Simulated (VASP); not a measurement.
Write the native input for VASP 6.6.1 that does the following.

* Task: density of states
* Functional: PBE
* Potentials or basis: VASP PAW PBE potentials, release 64 (Ru_pv)
* Cutoff: 520 eV
* k mesh: 16 × 16 × 16
* Occupations: fermi-dirac, width 0.05 eV
* Spin: no spin polarisation
* Dipole correction: no
* k mesh for the DOS: 24 × 24 × 24
* Occupations for the DOS: tetrahedron
* Further INCAR settings: ALGO = Normal; EDIFF = 1e-07

Crystal: Ru.

```xyz
1
Lattice="0.0000 1.9150 1.9150 1.9150 0.0000 1.9150 1.9150 1.9150 0.0000" Properties=species:S:1:pos:R:3 pbc="T T T"
Ru    0.0000    0.0000    0.0000
```

These files were run (other wordings do the same):

POSCAR

```
Ru
1.0
    0.0000000000      1.9150000000      1.9150000000
    1.9150000000      0.0000000000      1.9150000000
    1.9150000000      1.9150000000      0.0000000000
Ru
1
Direct
    0.0000000000      0.0000000000      0.0000000000
```

INCAR.step1

```
SYSTEM = Ru
PREC = Accurate
ENCUT = 520
EDIFF = 1E-7
ISMEAR = -1
SIGMA = 0.05
LREAL = .FALSE.
LASPH = .TRUE.
NELM = 100
ALGO = Normal
ISIF = 2
LWAVE = .FALSE.
LCHARG = .TRUE.
LMAXMIX = 4
GGA = PE
NBANDS = 13
```

KPOINTS.step1

```
Automatic mesh
0
G
  16 16 16
  0 0 0
```

INCAR.step2

```
SYSTEM = Ru
PREC = Accurate
ENCUT = 520
EDIFF = 1E-7
ISMEAR = -5
SIGMA = 0.05
LREAL = .FALSE.
LASPH = .TRUE.
NELM = 100
ALGO = Normal
ISIF = 2
LWAVE = .FALSE.
LCHARG = .FALSE.
LMAXMIX = 4
GGA = PE
LORBIT = 11
NEDOS = 1001
ICHARG = 11
```

KPOINTS.step2

```
Automatic mesh
0
G
  24 24 24
  0 0 0
```

Potentials or basis: VASP PAW PBE potentials, release 64 (Ru_pv).

Command:

```sh
$ cat potpaw_PBE.64/Ru_pv/POTCAR > POTCAR
$ cp INCAR.step1 INCAR
$ cp KPOINTS.step1 KPOINTS
$ mpirun -np 1 vasp_std > vasp.out
$ cp INCAR.step2 INCAR
$ cp KPOINTS.step2 KPOINTS
$ mpirun -np 1 vasp_std > vasp.out
```

It gave:

| Item | Value |
| --- | --- |
| Valence electrons inside the program's atomic spheres | Ru 12.60 |

Run time: 37 s on 1 thread of Intel(R) Xeon(R) Platinum 8259CL CPU @ 2.50GHz (Skylake/Cascade Lake) (shared host), peak memory 0.17 GiB.
